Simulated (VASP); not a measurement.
# PtS2 in VASP: a series of runs, part 2 of 2

VASP 6.6.1. Earlier steps stand in the parts before.

**3. Single point, r2SCANh**

Input file POSCAR:

```
PtS2
1.0
    3.5432000000      0.0000000000      0.0000000000
   -1.7716000000      3.0685012107      0.0000000000
    0.0000000000      0.0000000000      5.0388000000
Pt S
1 2
Direct
    0.0000000000      0.0000000000      0.0000000000
    0.6666666667      0.3333333333      0.7730000000
    0.3333333333      0.6666666667      0.2270000000
```

Input file INCAR.step1:

```
SYSTEM = PtS2
PREC     = Accurate       ! precision mode
ENCUT    = 520            ! plane-wave cutoff, eV
EDIFF    = 1E-5           ! SCF threshold, eV
ISMEAR   = -1             ! smearing method
SIGMA    = 0.05           ! smearing width, eV
LREAL    = .FALSE.        ! projectors in reciprocal space
LASPH    = .TRUE.         ! aspherical terms in the spheres
NELM     = 80             ! most SCF steps
ALGO     = Normal         ! electronic algorithm
ISIF     = 2              ! what is computed and relaxed
LWAVE    = .TRUE.         ! write WAVECAR
LCHARG   = .FALSE.        ! write CHGCAR
NBANDS   = 18             ! bands
GGA      = PE             ! functional
```

Input file INCAR.step2:

```
SYSTEM = PtS2
PREC     = Accurate       ! precision mode
ENCUT    = 520            ! plane-wave cutoff, eV
EDIFF    = 1E-6           ! SCF threshold, eV
ISMEAR   = -1             ! smearing method
SIGMA    = 0.05           ! smearing width, eV
LREAL    = .FALSE.        ! projectors in reciprocal space
LASPH    = .TRUE.         ! aspherical terms in the spheres
NELM     = 80             ! most SCF steps
ALGO     = Normal         ! electronic algorithm
ISIF     = 2              ! what is computed and relaxed
LWAVE    = .FALSE.        ! write WAVECAR
LCHARG   = .FALSE.        ! write CHGCAR
METAGGA  = R2SCAN         ! meta-GGA
LHFCALC  = .TRUE.         ! exact exchange
AEXX     = 0.1            ! exact-exchange fraction
LMIXTAU  = .TRUE.       
PRECFOCK = Normal       
NBANDS   = 18             ! bands
ISTART   = 1
```

Input file KPOINTS:

```
Automatic mesh
0
G
  5 5 3
  0 0 0
```

Potentials or basis: VASP PAW PBE potentials, release 64 (Pt, S).

Launch:

```console
cat potpaw_PBE.64/Pt/POTCAR potpaw_PBE.64/S/POTCAR > POTCAR
cp INCAR.step1 INCAR
mpirun -np 1 vasp_std > vasp.out
cp INCAR.step2 INCAR
mpirun -np 1 vasp_std > vasp.out
```

Wall time 13 min (1 thread of Intel Xeon Platinum 8488C (Sapphire Rapids), shared host); peak memory 0.2 GiB.

Results (log left out):

| Property | Result |
| --- | --- |
| Free energy | -65.5121 eV |
| Pressure | 7.7 GPa |
| Largest force | 1.093 eV/Å |
| Band gap on the k mesh | 1.95 eV, indirect (least direct gap 2.14 eV) |

Forces in eV/Å, atoms in the order of the input:
```
Pt   0.000  0.000  0.000
S    0.000  0.000 -1.093
S    0.000  0.000  1.093
```

Stress tensor (GPa, compression positive):
```
7.35 0.00 0.00
0.00 7.35 0.00
0.00 0.00 8.28
```

Levels at points of the mesh, in eV from the valence-band top:
```tsv
k point	band 8	band 9	band 10	band 11	band 12	band 13	band 14	band 15
(0.00, 0.00, 0.00)	-2.06	-1.15	-1.15	0.00	3.23	3.23	5.82	7.04
```

Caveat: the PAW data sets were made with another functional, which shifts forces and pressure a little; spin-orbit coupling is left out, which moves the levels of the heavy elements. A k mesh can miss the band edges.

**4. Single point, PBE**

This run uses another cell than the first one, of 17.54 Å³/atom, 0.960 times its volume.

Input file INCAR:

```
SYSTEM = PtS2
PREC     = Accurate       ! precision mode
ENCUT    = 500            ! plane-wave cutoff, eV
EDIFF    = 1E-6           ! SCF threshold, eV
ISMEAR   = -1             ! smearing method
SIGMA    = 0.05           ! smearing width, eV
LREAL    = .False.        ! projectors in reciprocal space
LASPH    = .True.         ! aspherical terms in the spheres
NELM     = 120            ! most SCF steps
ALGO     = Normal         ! electronic algorithm
ISIF     = 2              ! what is computed and relaxed
LWAVE    = .False.        ! write WAVECAR
LCHARG   = .False.        ! write CHGCAR
GGA      = PE             ! functional
NBANDS   = 22             ! bands
GGA_COMPAT= .False.
```

Input file KPOINTS:

```
Automatic mesh
0
Gamma
  7 7 5
  0 0 0
```

Input file POSCAR:

```
PtS2
1.0
    3.4723360000      0.0000000000      0.0000000000
   -1.7361680000      3.0071311865      0.0000000000
    0.0000000000      0.0000000000      5.0388000000
Pt S
1 2
Direct
    0.0000000000      0.0000000000      0.0000000000
    0.6666666667      0.3333333333      0.7730000000
    0.3333333333      0.6666666667      0.2270000000
```

Potentials or basis: VASP PAW PBE potentials, release 64 (Pt_sv_GW, S).

Launch:

```console
cat potpaw_PBE.64/Pt_sv_GW/POTCAR potpaw_PBE.64/S/POTCAR > POTCAR
mpirun -np 1 vasp_std > vasp.out
```

It took 32 s on 1 thread of AMD EPYC 7R43 (Zen 3), shared host; peak memory 0.16 GiB.

It converged, with:

| Quantity | Value |
| --- | --- |
| Free energy | -14.9972 eV |
| Pressure | 19.2 GPa |
| Largest force | 1.913 eV/Å |
| Band gap on the k mesh | 1.01 eV, indirect (least direct gap 1.31 eV) |

Forces in eV/Å, atoms in the order of the input:
```
Pt   0.000  0.000  0.000
S    0.000  0.000 -1.913
S    0.000  0.000  1.913
```

Stress tensor (GPa, compression positive):
```
21.27  0.00  0.00
 0.00 21.27  0.00
 0.00  0.00 14.96
```

Levels at points of the mesh, in eV from the valence-band top:
```
           k point  band 12  band 13  band 14  band 15  band 16  band 17  band 18  band 19
(0.00, 0.00, 0.00)    -1.91    -1.12    -1.12    -0.19     2.65     2.65     4.84     6.20
```

Caveat: spin-orbit coupling is left out, which moves the levels of the heavy elements; forces of over 1 eV/Å act on the atoms, so gaps and moduli don't describe the material at rest. A k mesh can miss the band edges.

**5. Single point, PBE**

Input file INCAR:

```
  PREC = Accurate
  ENCUT = 500
  EDIFF = 1E-6
  ISMEAR = 0
  SIGMA = 0.017
  LREAL = F
  LASPH = T
  NELM = 120
  ALGO = Normal
  ISIF = 2
  LWAVE = F
  LCHARG = T
  GGA = PE
  LELF = T
  LVHAR = T
  NBANDS = 22
  GGA_COMPAT = F
```

Input file KPOINTS:

```
Automatic mesh
0
Gamma
  9 9 5
```

Input file POSCAR:

```
PtS2
1.0
    3.5432000000      0.0000000000      0.0000000000
   -1.7716000000      3.0685012107      0.0000000000
    0.0000000000      0.0000000000      5.0388000000
Pt S
1 2
Direct
    0.0000000000      0.0000000000      0.0000000000
    0.6666666667      0.3333333333      0.7730000000
    0.3333333333      0.6666666667      0.2270000000
```

Launch:

```console
cat potpaw_PBE.64/Pt_sv_GW/POTCAR potpaw_PBE.64/S/POTCAR > POTCAR
mpirun -np 1 vasp_std > vasp.out
```

Run time: 52 s. Hardware: 1 thread of Intel Xeon Platinum 8488C (Sapphire Rapids), shared host; peak memory 0.21 GiB.

It converged, with:

| Quantity | Value |
| --- | --- |
| Free energy | -15.2279 eV |
| Pressure | 10.2 GPa |
| Largest force | 1.232 eV/Å |
| Band gap on the k mesh | 1.03 eV, indirect (least direct gap 1.08 eV) |

Forces in eV/Å, atoms in the order of the input:
```
Pt   0.000  0.000  0.000
S    0.000  0.000 -1.232
S    0.000  0.000  1.232
```

Stress tensor (GPa, compression positive):
```
10.77  0.00  0.00
 0.00 10.77  0.00
 0.00  0.00  9.21
```

Levels at points of the mesh, in eV from the valence-band top:
```csv
k point,band 12,band 13,band 14,band 15,band 16,band 17,band 18,band 19
"(0.00, 0.00, 0.00)",-1.79,-1.14,-1.14,-0.12,2.46,2.46,4.80,5.78
```

Caveat: spin-orbit coupling is left out, which moves the levels of the heavy elements; forces of over 1 eV/Å act on the atoms, so gaps and moduli don't describe the material at rest. A k mesh can miss the band edges.

**6. Single point, PBE-based screened hybrid**

POSCAR is that of step 5.

Input file INCAR.step1:

```
SYSTEM = PtS2
PREC = Accurate ; ENCUT = 520
EDIFF = 1E-5 ; ISMEAR = -1
SIGMA = 0.05 ; LREAL = .FALSE.
LASPH = .TRUE. ; NELM = 80
ALGO = Normal ; ISIF = 2
LWAVE = .TRUE. ; GGA = PE
NBANDS = 18
```

Input file INCAR.step2:

```
SYSTEM = PtS2
PREC = Accurate ; ENCUT = 520
EDIFF = 1E-6 ; ISMEAR = -1
SIGMA = 0.05 ; LREAL = .FALSE.
LASPH = .TRUE. ; NELM = 80
ALGO = Normal ; ISIF = 2
LWAVE = .FALSE. ; LCHARG = .TRUE.
GGA = PE ; LHFCALC = .TRUE.
AEXX = 0.25 ; HFSCREEN = 0.15
PRECFOCK = Normal ; LELF = .TRUE.
LVHAR = .TRUE. ; ISTART = 1
NBANDS = 18
```

Input file KPOINTS:

```
Automatic mesh
0
G
  5 5 3
  0 0 0
```

Potentials or basis: VASP PAW PBE potentials, release 64 (Pt, S).

Launch:

```console
cat potpaw_PBE.64/Pt/POTCAR potpaw_PBE.64/S/POTCAR > POTCAR
cp INCAR.step1 INCAR
mpirun -np 1 vasp_std > vasp.out
cp INCAR.step2 INCAR
mpirun -np 1 vasp_std > vasp.out
```

Run time: 11 min. Hardware: 1 thread of AMD EPYC 7R13 (Zen 3), shared host; peak memory 0.27 GiB.

The run converged. Its results:

```yaml
Free_energy: -19.0024 eV
Pressure: 6.3 GPa
Largest_force: 0.847 eV/Å
Band_gap_on_the_k_mesh: 2.03 eV, indirect (least direct gap 2.33 eV)
```

Forces in eV/Å, atoms in the order of the input:
```
Pt   0.000  0.000  0.000
S    0.000  0.000 -0.847
S    0.000  0.000  0.847
```

Stress tensor (GPa, compression positive):
```
5.70 0.00 0.00
0.00 5.70 0.00
0.00 0.00 7.42
```

Levels at points of the mesh, in eV from the valence-band top:
```csv
k point,band 8,band 9,band 10,band 11,band 12,band 13,band 14,band 15
"(0.00, 0.00, 0.00)",-2.37,-1.18,-1.18,0.00,3.35,3.35,5.74,7.01
```

Caveat: the PAW data sets were made with another functional, which shifts forces and pressure a little; spin-orbit coupling is left out, which moves the levels of the heavy elements.

**7. The runs side by side**

```tsv
level	potentials or basis	cell	k mesh	cutoff (eV)	smearing	grid for exact exchange (PRECFOCK)	second run	share of exact exchange	screening parameter	gap on the mesh (eV)	pressure (GPa)	largest force (eV/Å)
PBEsol	VASP PAW PBE potentials, release 64 (Pt, S)	a = 3.543, b = 3.543, c = 5.039 Å, angles 90.0, 90.0, 120.0°, 3 atoms	9 × 9 × 5	520	fermi-dirac 0.05 eV	-	-	-	-	0.83	4.3	1.08
r2SCANh	VASP PAW PBE potentials, release 64 (Pt, S)	a = 3.543, b = 3.543, c = 5.039 Å, angles 90.0, 90.0, 120.0°, 3 atoms	5 × 5 × 3	520	fermi-dirac 0.05 eV	Normal	-	-	-	1.95	7.7	1.09
PBE	VASP PAW PBE potentials, release 64 (Pt_sv_GW, S)	a = 3.472, b = 3.472, c = 5.039 Å, angles 90.0, 90.0, 120.0°, 3 atoms	7 × 7 × 5	500	fermi-dirac 0.05 eV	-	valence_matched	-	-	1.01	19.2	1.91
PBE	VASP PAW PBE potentials, release 64 (Pt_sv_GW, S)	a = 3.543, b = 3.543, c = 5.039 Å, angles 90.0, 90.0, 120.0°, 3 atoms	9 × 9 × 5	500	gaussian 0.017 eV	-	valence_matched	-	-	1.03	10.2	1.23
PBE-based screened hybrid	VASP PAW PBE potentials, release 64 (Pt, S)	a = 3.543, b = 3.543, c = 5.039 Å, angles 90.0, 90.0, 120.0°, 3 atoms	5 × 5 × 3	520	fermi-dirac 0.05 eV	Normal	-	0.25	0.15 1/Å	2.03	6.3	0.85
```

Some of these runs hold the atoms at other places in the same cell, which the table doesn't show; runs alike in all that it shows share one row.

Alike in all rows: task single point; no spin polarisation.

Caveats: spin-orbit coupling is left out, which moves the levels of the heavy elements; the PAW data sets were made with another functional, which shifts forces and pressure a little (some runs); forces of over 1 eV/Å act on the atoms, so gaps and moduli don't describe the material at rest (some runs).

Total energies depend on the potentials used, so only differences within one code and one set of settings carry meaning.
